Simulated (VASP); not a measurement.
# Ge (Imma) in VASP: notebook

Runs on Ge. Level: PBEsol. Tasks: single point.

Program: VASP 6.6.1. These are calculated values, not measurements. Logs are shortened: lines on timing, memory, paths and dates and some standing lists are left out, and cuts for length are marked.

### 1 The cell of the first run

The structure is orthorhombic, space group Imma (No. 74). The conventional cell has a = 4.010 Å, b = 4.053 Å, c = 5.660 Å, α = 90.00°, β = 90.00°, γ = 90.00°. Ge (site symmetry mm2) has 4 Ge at 2.46 to 2.47 Å within 3.2 Å.

### 2 Single point, PBEsol (strained cell)

Input file INCAR:

```
SYSTEM = Ge
ALGO     = Normal         ! electronic algorithm
EDIFF    = 1E-6           ! SCF threshold, eV
ENCUT    = 500            ! plane-wave cutoff, eV
GGA      = PS             ! functional
GGA_COMPAT= .False.      
ISIF     = 2              ! what is computed and relaxed
ISMEAR   = 0              ! smearing method
LASPH    = .True.         ! aspherical terms in the spheres
LCHARG   = .False.        ! write CHGCAR
LREAL    = .False.        ! projectors in reciprocal space
LWAVE    = .False.        ! write WAVECAR
NBANDS   = 21             ! bands
NELM     = 120            ! most SCF steps
PREC     = Accurate       ! precision mode
SIGMA    = 0.1            ! smearing width, eV
```

Input file KPOINTS:

```
k-points
0
Gamma
  12 12 12
  0 0 0
```

Input file POSCAR:

```
Ge
1.0
    0.0154672705      2.8507767742      2.8300907287
    2.8507767742      0.0154672705      2.8300907287
    2.8662440447      2.8662440447      0.0000000000
Ge
2
Direct
    0.0007530226      0.0007530226     -0.0007530226
    0.2492469774      0.2492469774      0.2507530226
```

Potentials or basis: VASP PAW PBE potentials, release 64 (Ge_d).

The run is started by

```console
cat potpaw_PBE.64/Ge_d/POTCAR > POTCAR
mpirun -np 1 vasp_std > vasp.out
```

OUTCAR:

```text
SYSTEM = Ge
   EDIFF = 1E-6
   ENCUT = 500
   GGA = PS
   ISIF = 2
   ISMEAR = 0
   LASPH = .True.
   LREAL = .False.
   NELM = 120
   PREC = Accurate

 ion  position               nearest neighbor table
   1  0.001  0.001  0.999-   2 2.46   2 2.46   2 2.47   2 2.47
   2  0.249  0.249  0.251-   1 2.46   1 2.46   1 2.47   1 2.47

  LATTYP: Found a body centered orthorhombic cell.
 ALAT       =     4.0097331537
 B/A-ratio  =     1.0109104636
 C/A-ratio  =     1.4116105089

  Lattice vectors:

 A1 = (   2.8507767742,   0.0154672705,  -2.8300907287)
 A2 = (  -2.8507767742,  -0.0154672705,  -2.8300907287)
 A3 = (   0.0154672705,   2.8507767742,   2.8300907287)

Analysis of symmetry for initial positions (statically):
=====================================================================
 Subroutine PRICEL returns:
 Original cell was already a primitive cell.

 Routine SETGRP: Setting up the symmetry group for a
 body centered orthorhombic supercell.

 Subroutine GETGRP returns: Found  8 space group operations
 (whereof  4 operations were pure point group operations)
 out of a pool of  8 trial point group operations.

The static configuration has the point symmetry C_2v.
 The point group associated with its full space group is D_2h.

Analysis of symmetry for dynamics (positions and initial velocities):
=====================================================================
 Subroutine PRICEL returns:
 Original cell was already a primitive cell.

 Routine SETGRP: Setting up the symmetry group for a
 body centered orthorhombic supercell.

 Subroutine GETGRP returns: Found  8 space group operations
 (whereof  4 operations were pure point group operations)
 out of a pool of  8 trial point group operations.

The dynamic configuration has the point symmetry C_2v.
 The point group associated with its full space group is D_2h.

 Subroutine INISYM returns: Found  8 space group operations
 (whereof  4 operations are pure point group operations),
 and found     1 'primitive' translations

----------------------------------------------------------------------------------------

                                     Primitive cell

  volume of cell :      45.9985

  direct lattice vectors                    reciprocal lattice vectors
     0.015467270  2.850776774  2.830090729    -0.176347591  0.176347591  0.176672781
     2.850776774  0.015467270  2.830090729     0.176347591 -0.176347591  0.176672781
     2.866244045  2.866244045  0.000000000     0.174444322  0.174444322 -0.176672781

  length of vectors
     4.017036344  4.017036344  4.053481201     0.305630851  0.305630851  0.303438486

  position of ions in fractional coordinates (direct lattice)
     0.000753023  0.000753023  0.999246977
     0.249246977  0.249246977  0.250753023

  ion indices of the primitive-cell ions
   primitive index   ion index
                 1           1
                 2           2

----------------------------------------------------------------------------------------

 KPOINTS: k-points

Automatic generation of k-mesh.
 Grid dimensions read from file:
 generate k-points for:   12   12   12

 Generating k-lattice:

  Cartesian coordinates                     Fractional coordinates (reciprocal lattice)
    -0.014695633  0.014695633  0.014722732     0.083333333  0.000000000  0.000000000
     0.014695633 -0.014695633  0.014722732     0.000000000  0.083333333  0.000000000
     0.014537027  0.014537027 -0.014722732     0.000000000  0.000000000  0.083333333

  Length of vectors
     0.025469238  0.025469238  0.025286541

  Shift w.r.t. Gamma in fractional coordinates (k-lattice)
     0.000000000  0.000000000  0.000000000

 Subroutine IBZKPT returns following result:
 ===========================================

 Found    280 irreducible k-points:

 Following reciprocal coordinates:
            Coordinates               Weight
  0.000000  0.000000  0.000000      1.000000
  0.083333 -0.000000  0.000000      4.000000
  0.166667 -0.000000  0.000000      4.000000
  0.250000 -0.000000  0.000000      4.000000
  0.333333 -0.000000  0.000000      4.000000
  0.416667  0.000000  0.000000      4.000000
[... 16 lines left out ...]
  0.500000  0.166667  0.000000      4.000000
 -0.416667  0.166667  0.000000      4.000000
 [... further k-points ...]
   k-points           NKPTS =    280   k-points in BZ     NKDIM =    280   number of bands    NBANDS=     21
   number of dos      NEDOS =    301   number of ions     NIONS =      2
   total plane-waves  NPLWV =  27000
   dimension x,y,z NGX =    30 NGY =   30 NGZ =   30
   dimension x,y,z NGXF=    60 NGYF=   60 NGZF=   60
   ions per type =               2
   NGX,Y,Z   is equivalent  to a cutoff of  12.42, 12.42, 12.30 a.u.
   NGXF,Y,Z  is equivalent  to a cutoff of  24.83, 24.83, 24.61 a.u.
 SYSTEM =  Ge
   PREC   = accura    normal or accurate (medium, high low for compatibility)
   ISTART =      0    job   : 0-new  1-cont  2-samecut
   ICHARG =      2    charge: 1-file 2-atom 10-const
   ISPIN  =      1    spin polarized calculation?
   LNONCOLLINEAR =      F non collinear calculations
   LSORBIT =      F    spin-orbit coupling
   LASPH  =      T    aspherical Exc in radial PAW
   ENCUT  =  500.0 eV  36.75 Ry    6.06 a.u.   7.32  7.32  7.39*2*pi/ulx,y,z
   NELM   =    120;   NELMIN=  2; NELMDL= -5     # of ELM steps
   EDIFF  = 0.1E-05   stopping-criterion for ELM
   LREAL  =      F    real-space projection
   EDIFFG = 0.1E-04   stopping-criterion for IOM
   NSW    =      0    number of steps for IOM
   IBRION =     -1    ionic relax: 0-MD 1-quasi-New 2-CG
   NFREE  =      0    steps in history (QN), initial steepest desc. (CG)
   ISIF   =      2    stress and relaxation
   ISYM   =      2    0-nonsym 1-usesym 2-fastsym
   POTIM  = 0.5000    time-step for ionic-motion
   TEBEG  =    0.0;   TEEND  =   0.0 temperature during run
   PSTRESS=    0.0 pullay stress
   NELECT =      28.0000    total number of electrons
   NUPDOWN=      -1.0000    fix difference up-down
   EMIN   =  10.00;   EMAX   =-10.00  energy-range for DOS
   EFERMI =   0.00;   METHOD = LEGACY
   ISMEAR =     0;   SIGMA  =   0.10  broadening in eV -4-tet -1-fermi 0-gaus
   EFERMI_NEDOS =   21; number of points for ismear=-14 and -15
   IALGO  =     38    algorithm
   IMIX   =      4    mixing-type and parameters
     AMIX     =   0.40;   BMIX     =  1.00
     AMIX_MAG =   1.60;   BMIX_MAG =  1.00
  volume/ion in A,a.u.               =      23.00       155.21
  Fermi-wavevector in a.u.,A,eV,Ry     =   1.387436  2.621873 26.190911  1.924978
  Thomas-Fermi vector in A             =   2.511657
   LORBIT       =      0    0 simple, 1 ext, 2 COOP (PROOUT), +10 PAW based schemes
   GGA     = PS    functional components
   LHFCALC =     F    Hartree Fock is set to
   AEXX    =    0.0000 exact exchange contribution
   IVDW    =     0    specifies the selected vdW correction
   LEPSILON=     F    determine dielectric tensor
   LRPA    =     F    only Hartree local field effects (RPA)
 non-spin polarized calculation
 Gauss-broadening in eV      SIGMA  =   0.10
  energy-cutoff  :      500.00
  volume of cell :       46.00
 maximum number of plane-waves:      1199
 NGX is ok and might be reduce to    30
   NGX = 15   NGY = 15   NGZ = 15

 number of electron      28.0000008 magnetization

 Free energy of the ion-electron system (eV)
  ---------------------------------------------------
  ext. energy  EPLUGINS =         0.00000000
  ---------------------------------------------------
  free energy    TOTEN  =        -9.87177824 eV

  energy without entropy =       -9.87144308  energy(sigma->0) =       -9.87161066

 E-fermi :   4.7008     XC(G=0): -10.0544

 val. band max:        4.6445856197   @ k =   0.0000   0.0000   0.0000
 cond. band min:       4.7256668587   @ k =   0.5000  -0.0000   0.0000
 fundamental gap:      0.0810812390
 Fermi energy:         4.7008071358

 k-point     1 :       0.0000    0.0000    0.0000
  band No.  band energies     occupation
      1     -20.0353      2.00000
      2     -20.0332      2.00000
      3     -20.0276      2.00000
      4     -19.9969      2.00000
      5     -19.9963      2.00000
      6     -19.7986      2.00000
[... 13 lines left out ...]
     20      14.0753      0.00000
     21      14.2168      0.00000

 k-point     2 :       0.0833   -0.0000    0.0000
  band No.  band energies     occupation
      1     -20.0380      2.00000
      2     -20.0331      2.00000
      3     -20.0321      2.00000
      4     -19.9909      2.00000
      5     -19.9909      2.00000
      6     -19.8036      2.00000
[... 13 lines left out ...]
     20      13.4760      0.00000
     21      13.6142      0.00000

 k-point     3 :       0.1667   -0.0000    0.0000
  band No.  band energies     occupation
      1     -20.0448      2.00000
      2     -20.0398      2.00000
      3     -20.0297      2.00000
      4     -19.9796      2.00000
      5     -19.9794      2.00000
      6     -19.8121      2.00000
[... 13 lines left out ...]
     20      12.9064      0.00000
     21      13.0413      0.00000

 k-point     4 :       0.2500   -0.0000    0.0000
  band No.  band energies     occupation
      1     -20.0506      2.00000
      2     -20.0460      2.00000
      3     -20.0248      2.00000
      4     -19.9687      2.00000
      5     -19.9683      2.00000
      6     -19.8195      2.00000
[... 13 lines left out ...]
     20      12.8885      0.00000
     21      13.0173      0.00000

 k-point     5 :       0.3333   -0.0000    0.0000
  band No.  band energies     occupation
      1     -20.0542      2.00000
      2     -20.0497      2.00000
      3     -20.0198      2.00000
      4     -19.9614      2.00000
      5     -19.9601      2.00000
      6     -19.8258      2.00000
[... 13 lines left out ...]
     20      13.5373      0.00000
     21      13.6528      0.00000
[... 382 lines left out ...]
     20      14.2771      0.00000
     21      14.8597      0.00000

 k-point    22 :       0.4167    0.1667    0.0000
  band No.  band energies     occupation
      1     -20.0688      2.00000
      2     -20.0518      2.00000
      3     -20.0085      2.00000
      4     -19.9520      2.00000
      5     -19.9313      2.00000
      6     -19.8682      2.00000
[... 13 lines left out ...]
     20      14.7586      0.00000
     21      15.7339      0.00000

 k-point    23 :       0.5000    0.1667    0.0000
  band No.  band energies     occupation
      1     -20.0723      2.00000
      2     -20.0554      2.00000
      3     -19.9979      2.00000
      4     -19.9434      2.00000
      5     -19.9340      2.00000
      6     -19.8618      2.00000
[... 13 lines left out ...]
     20      15.5307      0.00000
     21      15.7902      0.00000

 k-point    24 :      -0.4167    0.1667    0.0000
  band No.  band energies     occupation
      1     -20.0722      2.00000
      2     -20.0579      2.00000
      3     -19.9928      2.00000
      4     -19.9426      2.00000
      5     -19.9370      2.00000
      6     -19.8483      2.00000
[... 13 lines left out ...]
     20      14.2384      0.00000
     21      14.9175      0.00000

 [... further k-points ...]

------------------------ aborting loop because EDIFF is reached ----------------------------------------

  FORCE on cell =-STRESS in cart. coord.  units (eV):
  Direction    XX          YY          ZZ          XY          YZ          ZX
  --------------------------------------------------------------------------------------
  -------------------------------------------------------------------------------------
  Total       -0.2986096     -0.2986096     -0.1564566     -0.1748912      0.0000000      0.0000000
  in kB      -10.4008864    -10.4008864     -5.4495475     -6.0916446      0.0000000      0.0000000
  external PRESSURE =      -8.7504401 kB  Pullay stress =       0.0000000 kB

 VOLUME and BASIS-vectors are now :
 -----------------------------------------------------------------------------
  energy-cutoff  :      500.00
  volume of cell :       46.00
      direct lattice vectors                 reciprocal lattice vectors
     0.015467270  2.850776774  2.830090729    -0.176347591  0.176347591  0.176672781
     2.850776774  0.015467270  2.830090729     0.176347591 -0.176347591  0.176672781
     2.866244045  2.866244045  0.000000000     0.174444322  0.174444322 -0.176672781

 POSITION                                       TOTAL-FORCE (eV/Angst)
 -----------------------------------------------------------------------------------
      2.86624      2.86624      0.00426         0.000000      0.000000     -0.001409
      1.43312      1.43312      1.41078        -0.000000     -0.000000      0.001409
 -----------------------------------------------------------------------------------
    total drift:                                0.000000      0.000000      0.000000

  FREE ENERGIE OF THE ION-ELECTRON SYSTEM (eV)
  ---------------------------------------------------
  free  energy   TOTEN  =        -9.8717782362 eV

  energy  without entropy=       -9.8714430764  energy(sigma->0) =       -9.87161066
```

Wall time 5.9 min (1 thread of Intel Xeon 8259CL, shared host); peak memory 0.29 GiB.

Results:

* Free energy: -9.8718 eV
* Pressure: -0.9 GPa
* Band gap on the k mesh: zero (bands 14 and 15 overlap by 0.01 eV)

Caveat: the cell differs from its parent crystal (strained cell); semilocal functionals underestimate gaps, and a narrow one can read as zero; the PAW data sets were made with another functional, which shifts forces and pressure a little.

### 3 Single point, PBEsol

Input file INCAR:

```
ALGO = Normal ; EDIFF = 1E-6
ENCUT = 500 ; GGA = PS
GGA_COMPAT = F ; ISIF = 2
ISMEAR = 0 ; LASPH = T
LCHARG = F ; LREAL = F
LWAVE = F ; NBANDS = 21
NELM = 120 ; PREC = Accurate
SIGMA = 0.01
```

Input file KPOINTS:

```
k-points
0
Gamma
  12 12 12
```

Input file POSCAR:

```
Ge
1.0
    0.0146479380      2.8515961068      2.8273576319
    2.8515961068      0.0146479380      2.8273576319
    2.8662440447      2.8662440447     -0.0000000001
Ge
2
Direct
    0.0007099460      0.0007099460     -0.0007099460
    0.2492900540      0.2492900540      0.2507099460
```

Potentials or basis: VASP PAW PBE potentials, release 64 (Ge_d).

The run is started by

```console
cat potpaw_PBE.64/Ge_d/POTCAR > POTCAR
mpirun -np 1 vasp_std > vasp.out
```

Wall time 6 min (1 thread of Intel Xeon 8259CL, shared host); peak memory 0.29 GiB.

The run converged. Its results:

* Free energy: -9.8717 eV
* Pressure: -0.9 GPa
* Band gap on the k mesh: zero (filled and empty bands touch)

Stress tensor (GPa, compression positive):
```
-1.06 -0.58  0.00
-0.58 -1.06  0.00
 0.00  0.00 -0.49
```

Levels at points of the mesh, in eV from the Fermi level:
```tsv
k point	band 12	band 13	band 14	band 15	band 16	band 17
(0.00, 0.00, 0.00)	-0.17	-0.08	0.00	0.02	2.47	2.48
(0.50, 0.00, 0.00)	-7.57	-1.48	-1.38	0.00	3.62	3.71
(0.50, 0.50, 0.00)	-8.81	-3.15	-3.03	0.54	0.70	9.32
(0.00, 0.00, 0.50)	-7.58	-1.40	-1.35	0.11	3.70	3.72
(0.50, 0.00, 0.50)	-8.87	-3.03	-3.03	0.69	0.69	9.33
```

Caveat: semilocal functionals underestimate gaps, and a narrow one can read as zero; the PAW data sets were made with another functional, which shifts forces and pressure a little.

The gap in the log of VASP goes by the Fermi energy; the results here count the filled bands.